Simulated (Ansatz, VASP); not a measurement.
Two plane-wave programs on Ti

```
CELL_PARAMETERS angstrom
2.95000 0.00000 0.00000
-1.47500 2.55477 0.00000
0.00000 0.00000 4.82658
ATOMIC_POSITIONS crystal
Ti 0.33333 0.66667 0.25000
Ti 0.66667 0.33333 0.75000
```

Change from the starting cell: strain +0.0300 x Voigt [0, 0, 1, 0, 0, 0], atoms carried along.

Alike in both runs: task single point; functional PBE; k mesh 18 × 18 × 10; occupations gaussian, width 0.15 eV; no spin polarisation.

|  | VASP | Ansatz |
| --- | --- | --- |
| version | VASP 6.6.1 | Ansatz 0.2.0 |
| potentials or method | VASP PAW PBE potentials, release 64 (Ti_sv), cutoff 520 eV | scalar-relativistic, plane waves, PAW |
| valence electrons in the cell | 24 | 24 |

```tsv
	VASP	Ansatz	Ansatz less VASP
gap on the k mesh at the Fermi level (eV)	none	none	-
pressure (GPa)	-4.9	-4.6	+0.32
traceless stress, the component that is largest in VASP (GPa)	-2.28	-2.30	-0.016
```

A gap of «none» marks a metal or a gap that the smearing closes.
